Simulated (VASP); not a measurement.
Here is a VASP 6.6.1 calculation.

Contents of INCAR:

```
ALGO     = Normal         # electronic algorithm
EDIFF    = 1E-6           # SCF threshold, eV
EDIFFG   = -0.005         # ionic threshold
ENCUT    = 600            # plane-wave cutoff, eV
GGA      = PE             # functional
IBRION   = 2              # ionic algorithm
ISIF     = 3              # what is computed and relaxed
ISMEAR   = -1             # smearing method
LASPH    = T              # aspherical terms in the spheres
LCHARG   = F              # write CHGCAR
LREAL    = F              # projectors in reciprocal space
LWAVE    = F              # write WAVECAR
NELM     = 100            # most SCF steps
NSW      = 80             # ionic steps
PREC     = Accurate       # precision mode
SIGMA    = 0.02           # smearing width, eV
```

File KPOINTS:

```
k-points
0
Gamma
  8 8 8
```

POSCAR

```
ZnS
1.0
    0.0000000000      2.5245217871      2.5245217871
    2.5245217871      0.0000000000      2.5245217871
    2.5245217871      2.5245217871      0.0000000000
Zn S
1 1
Direct
    0.0000000000      0.0000000000      0.0000000000
    0.2500000000      0.2500000000      0.2500000000
```

Potentials or basis: VASP PAW PBE potentials, release 64 (Zn, S).

The run is started by

```bash
$ cat potpaw_PBE.64/Zn/POTCAR potpaw_PBE.64/S/POTCAR > POTCAR
$ mpirun -np 1 vasp_std > vasp.out
```

(1) What does it give for the relaxed volume?

(2) What does it give for the band gap on the k mesh?

(3) What does it give for the space group after relaxing (to 0.05 Å)?

Answers

(1) 20.20 Å³/atom.

(2) 2.01 eV, direct.

(3) F-43m (No. 216).

Caveat: the volume moved by over 15 % at a fixed basis, so the end points are rough.
